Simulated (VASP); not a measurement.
# TiO2 in VASP: notebook, part 2 of 2

VASP 6.6.1. The steps go on from the part before.

**4. Single point, PBE+U (atoms shifted along a free coordinate)**

Contents of INCAR:

```
SYSTEM = TiO2
ALGO = Normal
EDIFF = 1E-7
ENCUT = 520
GGA = PE
ISIF = 2
ISMEAR = 0
LASPH = .TRUE.
LCHARG = .FALSE.
LDAU = .TRUE.
LDAUJ = 0 0
LDAUL = 2 -1
LDAUPRINT = 1
LDAUTYPE = 2
LDAUU = 4 0
LMAXMIX = 4
LREAL = .FALSE.
LWAVE = .FALSE.
NBANDS = 33
NELM = 150
PREC = Accurate
SIGMA = 0.05
```

Contents of KPOINTS:

```
k-points
0
G
  6 6 6
  0 0 0
```

Contents of POSCAR:

```
TiO2
1.0
    2.6992577421     -2.6993327510     -0.0201419663
    2.6992577421      2.6993327510     -0.0201419663
   -2.6626393613      0.0000000000      4.9098560589
Ti O
2 4
Direct
    0.1250069486      0.8749930514      0.2500000000
    0.8749930514      0.1250069486      0.7500000000
    0.3455605588      0.0955838341      0.6911308395
    0.6544394412      0.9044161659      0.3088691605
    0.9044161659      0.6544394412      0.8088691605
    0.0955838341      0.3455605588      0.1911308395
```

Launch:

```
cat potpaw_PBE.64/Ti_sv/POTCAR potpaw_PBE.64/O/POTCAR > POTCAR
mpirun -np 1 vasp_std > vasp.out
```

It took 5.8 min on 1 thread of Intel Xeon 8259CL, shared host; peak memory 0.23 GiB.

It converged, with:

* Free energy: -48.0464 eV
* Pressure: -0.1 GPa
* Largest force: 1.452 eV/Å
* Band gap on the k mesh: 2.12 eV (least direct gap 2.80 eV)

Forces in eV/Å, atoms in the order of the input:
```
Ti   0.000  0.000  0.000
Ti   0.000  0.000  0.000
O   -0.012  0.000 -1.452
O    0.012  0.000  1.452
O    0.012  0.000  1.452
O   -0.012  0.000 -1.452
```

Stress tensor (GPa, compression positive):
```
  6.40   0.00  -0.15
  0.00   6.40   0.00
 -0.15   0.00 -13.13
```

Levels at points of the mesh, in eV from the valence-band top:
```csv
k point,band 20,band 21,band 22,band 23,band 24,band 25,band 26,band 27,band 28,band 29
"(0.00, 0.00, 0.00)",-1.10,-1.01,-1.01,-0.75,-0.75,2.12,2.77,3.22,3.22,3.47
"(0.50, 0.00, 0.00)",-2.09,-2.08,-1.53,-1.25,-1.00,2.96,3.19,3.42,3.67,4.07
"(0.50, 0.50, 0.00)",-2.84,-2.61,-2.61,0.00,0.00,3.42,3.42,3.81,3.81,4.80
"(0.00, 0.00, 0.50)",-1.81,-1.65,-1.65,-0.50,-0.50,2.43,2.43,3.18,3.18,3.55
"(0.50, 0.00, 0.50)",-2.09,-2.08,-1.53,-1.25,-1.00,2.96,3.19,3.42,3.67,4.07
"(0.50, 0.50, 0.50)",-2.84,-2.61,-2.61,0.00,0.00,3.42,3.42,3.81,3.81,4.80
```

Eigenvalues of the final occupation matrices:
| site | spin | trace | eigenvalues |
| --- | --- | --- | --- |
| site 1 d | 1 | 0.79 | 0.09 0.09 0.12 0.21 0.27 |
| site 1 d | 2 | 0.79 | 0.09 0.09 0.12 0.21 0.27 |
| site 2 d | 1 | 0.79 | 0.09 0.09 0.12 0.21 0.27 |
| site 2 d | 2 | 0.79 | 0.09 0.09 0.12 0.21 0.27 |

Caveat: the cell differs from its parent crystal (atoms shifted along a free coordinate); the stress differs along the axes, from -13 to 6 GPa; forces of over 1 eV/Å act on the atoms, so gaps and moduli don't describe the material at rest.

**5. Single point, PBE+U (atoms shifted along a free coordinate)**

Contents of INCAR:

```
ALGO = Normal
EDIFF = 1E-6
ENCUT = 520
GGA = PE
ISIF = 2
ISMEAR = 0
LASPH = True
LCHARG = True
LDAU = True
LDAUJ = 0 0
LDAUL = 2 -1
LDAUPRINT = 1
LDAUTYPE = 2
LDAUU = 4 0
LELF = True
LMAXMIX = 4
LREAL = False
LVHAR = True
LWAVE = False
NBANDS = 33
NELM = 150
PREC = Accurate
SIGMA = 0.05
```

Contents of KPOINTS:

```
k-points
0
Gamma
  6 6 6
```

Contents of POSCAR:

```
TiO2
1.0
    2.6992577421     -2.6993327510     -0.0201419663
    2.6992577421      2.6993327510     -0.0201419663
   -2.6626393613      0.0000000000      4.9098560589
Ti O
2 4
Direct
    0.1250069486      0.8749930514      0.2500000000
    0.8749930514      0.1250069486      0.7500000000
    0.3148847788      0.0649080541      0.6297792795
    0.6851152212      0.9350919459      0.3702207205
    0.9350919459      0.6851152212      0.8702207205
    0.0649080541      0.3148847788      0.1297792795
```

Launch:

```
cat potpaw_PBE.64/Ti_sv/POTCAR potpaw_PBE.64/O/POTCAR > POTCAR
mpirun -np 1 vasp_std > vasp.out
```

Wall time 5.5 min (1 thread of Intel Xeon 8259CL, shared host); peak memory 0.23 GiB.

It converged, with:

| Quantity | Value |
| --- | --- |
| Free energy | -47.5143 eV |
| Pressure | 16.8 GPa |
| Largest force | 3.518 eV/Å |
| Band gap on the k mesh | 2.77 eV (least direct gap 3.00 eV) |

Forces in eV/Å, atoms in the order of the input:
```
Ti   0.000  0.000  0.000
Ti   0.000  0.000  0.000
O    0.027  0.000  3.517
O   -0.027  0.000 -3.517
O   -0.027  0.000 -3.517
O    0.027  0.000  3.517
```

Stress tensor (GPa, compression positive):
```
 5.76  0.00  0.25
 0.00  5.76  0.00
 0.25  0.00 38.74
```

Levels at points of the mesh, in eV from the valence-band top:
```
           k point  band 21  band 22  band 23  band 24  band 25  band 26  band 27  band 28
(0.00, 0.00, 0.00)    -0.50    -0.50    -0.43    -0.43     2.77     3.50     4.81     4.81
(0.50, 0.00, 0.00)    -1.75    -0.93    -0.87    -0.41     3.54     3.89     3.99     4.05
(0.50, 0.50, 0.00)    -1.71    -1.71    -0.63    -0.63     3.60     3.60     4.06     4.06
(0.00, 0.00, 0.50)    -0.99    -0.99     0.00     0.00     3.12     3.12     4.33     4.33
(0.50, 0.00, 0.50)    -1.75    -0.93    -0.87    -0.41     3.54     3.89     3.99     4.05
(0.50, 0.50, 0.50)    -1.71    -1.71    -0.63    -0.63     3.60     3.60     4.06     4.06
```

Eigenvalues of the final occupation matrices:
```tsv
site	spin	trace	eigenvalues
site 1 d	1	0.83	0.08 0.11 0.11 0.22 0.30
site 1 d	2	0.83	0.08 0.11 0.11 0.22 0.30
site 2 d	1	0.83	0.08 0.11 0.11 0.22 0.30
site 2 d	2	0.83	0.08 0.11 0.11 0.22 0.30
```

Caveat: the cell differs from its parent crystal (atoms shifted along a free coordinate); the stress differs along the axes, from 6 to 39 GPa; forces of over 1 eV/Å act on the atoms, so gaps and moduli don't describe the material at rest. A k mesh can miss the band edges.

**6. Overview**

```tsv
cell	gap on the mesh (eV)	pressure (GPa)	largest force (eV/Å)
a = 3.878, b = 3.878, c = 5.673 Å, angles 110.0, 110.0, 90.0°, 6 atoms, atomic positions A	2.69	3.0	2.09
a = 3.797, b = 3.797, c = 5.555 Å, angles 110.0, 110.0, 90.0°, 6 atoms, atomic positions B	2.51	5.2	0.59
a = 3.817, b = 3.817, c = 5.585 Å, angles 110.0, 110.0, 90.0°, 6 atoms, atomic positions C	2.12	-0.1	1.45
a = 3.817, b = 3.817, c = 5.585 Å, angles 110.0, 110.0, 90.0°, 6 atoms, atomic positions D	2.77	16.8	3.52
```

Alike in all rows: task single point; level PBE+U; potentials or basis VASP PAW PBE potentials, release 64 (Ti_sv, O); no spin polarisation; Ti d U = 4.0 eV; k mesh 6 × 6 × 6; cutoff (eV) 520; smearing gaussian 0.05 eV.

Caveats: forces of over 1 eV/Å act on the atoms, so gaps and moduli don't describe the material at rest (at least some runs); the stress differs along the axes, from -3 to 15 GPa (at least some runs); the stress differs along the axes, from -2 to 9 GPa (at least some runs); the stress differs along the axes, from -13 to 6 GPa (at least some runs); the stress differs along the axes, from 6 to 39 GPa (at least some runs).

Total energies depend on the potentials used, so only differences within one code and one set of settings carry meaning.
